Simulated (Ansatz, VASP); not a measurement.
# One calculation of La2Y2O, two programs

Contents of INCAR:

```
PREC = Accurate
ENCUT = 600
EDIFF = 1E-6
ISMEAR = 0
SIGMA = 0.2
LREAL = False
LASPH = True
NELM = 60
ALGO = Normal
ISIF = 3
LWAVE = False
LCHARG = False
GGA = PE
IBRION = 2
NSW = 36
EDIFFG = -0.08
```

Contents of KPOINTS:

```
regular mesh
0
Gamma
  5 5 5
```

Contents of POSCAR:

```
La2Y2O
1.0
   -2.4152127200      2.4152127200      5.3651807800
    2.4152127200     -2.4152127200      5.3651807800
    2.4152127200      2.4152127200     -5.3651807800
La Y O
2 2 1
Direct
    0.5053205200      0.0053205200      0.5000000000
    0.0053205200      0.5053205200      0.5000000000
    0.2852055700      0.7852055700      0.5000000000
    0.7852055700      0.2852055700      0.5000000000
    0.8995071000      0.8995071000      0.0000000000
```

Input for Ansatz:

```yaml
crystal:
  lattice:
    - [-2.41521272, 2.41521272, 5.36518078]
    - [2.41521272, -2.41521272, 5.36518078]
    - [2.41521272, 2.41521272, -5.36518078]
  atoms:
    - { symbol: La, position: [0.50532052, 0.00532052, 0.5] }
    - { symbol: La, position: [0.00532052, 0.50532052, 0.5] }
    - { symbol: "Y", position: [0.28520557, 0.78520557, 0.5] }
    - { symbol: "Y", position: [0.78520557, 0.28520557, 0.5] }
    - { symbol: O, position: [0.8995071, 0.8995071, 0.0] }
basis:
  ecutwfc: 420
kpoints:
  mp_grid: { grid: [5, 5, 5] }
hamiltonian:
  xc: pbe
scf:
  occupations: { method: gaussian, width: 0.2 }
  lower_state_search: "off"
output:
  forces: true
  stress: true
  eigenvalues: true
relax:
  adjacent_minimum: "off"
  f_tol: 0.08
  max_steps: 16
  cell: { stress_tol: 0.8 }
```

Alike in both runs: task relaxation of cell and atoms; functional PBE; k mesh 5 × 5 × 5; occupations gaussian, width 0.2 eV; no spin polarisation.

|  | VASP | Ansatz |
| --- | --- | --- |
| version | VASP 6.6.1 | Ansatz 0.2.0 |
| potentials or method | VASP PAW PBE potentials, release 64 (La, Y_sv, O), cutoff 600 eV | scalar-relativistic, plane waves, PAW |
| valence electrons in the cell | 50 | 50 |

VASP gave:

| Property | Result |
| --- | --- |
| gap on the k mesh at the Fermi level, each at its own relaxed structure (eV) | none |
| relaxed volume (Å³/atom) | 29.89 |
| relaxed length of the cell vector where the two differ most in proportion (Å) | 7.795 |

Question: What did Ansatz give for the same quantities?

Answer: gap on the k mesh at the Fermi level, each at its own relaxed structure (eV): none; relaxed volume (Å³/atom): 30.22; relaxed length of the cell vector where the two differ most in proportion (Å): 7.876.

A gap of «none» marks a metal or a gap that the smearing closes.

The k mesh is coarse, so the values compare programs but aren't converged. Spin-orbit coupling is off throughout. Noted on VASP's run: the volume moved by over 15 % at a fixed basis, so the end points are rough.
